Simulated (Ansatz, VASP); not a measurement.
## Two plane-wave programs on Zr

```xyz
2
Lattice="3.2392 0.0000 0.0000 -1.6196 2.8053 0.0000 0.0000 0.0000 5.1722" Properties=species:S:1:pos:R:3 pbc="T T T"
Zr    0.0000    1.8702    1.2931
Zr    1.6196    0.9851    3.8792
```

Alike in both runs: task single point; functional PBEsol; k mesh 6 × 6 × 4; occupations gaussian, width 0.1 eV; no spin polarisation.

|  | VASP | Ansatz |
| --- | --- | --- |
| version | VASP 6.6.1 | Ansatz 0.2.0 |
| potentials or method | VASP PAW PBE potentials, release 64 (Zr_sv), cutoff 500 eV | scalar-relativistic, plane waves, PAW |
| valence electrons in the cell | 24 | 24 |

Ansatz gave:

* gap on the k mesh at the Fermi level (eV): none
* pressure (GPa): -4.3
* traceless stress, the component that is largest in VASP (GPa): -0.56
* rms of the force components (eV/Å): 0.023

What did VASP give for the same quantities?

gap on the k mesh at the Fermi level (eV): none; pressure (GPa): -4.3; traceless stress, the component that is largest in VASP (GPa): -0.57; rms of the force components (eV/Å): 0.023.

VASP's potentials were made for PBE, not for PBEsol. Atom by atom the forces differ by 0.000 eV/Å (rms over components). A gap of «none» marks a metal or a gap that the smearing closes.

The k mesh is coarse, so the values compare programs but aren't converged.
